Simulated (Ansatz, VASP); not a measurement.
**SnTe: VASP beside Ansatz**

```
Sn Te
1.0
     0.17146    3.23321    3.23321
     3.23321    0.17146    3.23321
     3.23321    3.23321    0.17146
Sn Te
1 1
Cartesian
  0.0000 0.0000 0.0000
  3.3189 3.3189 3.3189
```

Change from the starting cell: epitaxial_111 strain -4.0%.

Alike in both runs: task single point; functional r2SCAN; k mesh 8 × 8 × 8; occupations fermi-dirac, width 0.02 eV; no spin polarisation.

|  | VASP | Ansatz |
| --- | --- | --- |
| version | VASP 6.6.1 | Ansatz 0.2.0 |
| potentials or method | VASP PAW PBE potentials, release 64 (Sn_d, Te) | plane waves, PAW |
| plane-wave cutoff (eV) | 520 | 500 |
| valence electrons in the cell | 20 | 30 |

```tsv
	VASP	Ansatz	Ansatz less VASP
pressure (GPa)	1.8	1.7	-0.02
traceless stress, the component that is largest in VASP (GPa)	-0.97	-0.97	-0.001
```

VASP's potentials were made for PBE, not for r2SCAN. VASP's potentials hold 20 valence electrons a cell and Ansatz's 30, so a difference there can come from the potentials and not from the codes.

Neither program's run includes spin-orbit coupling.
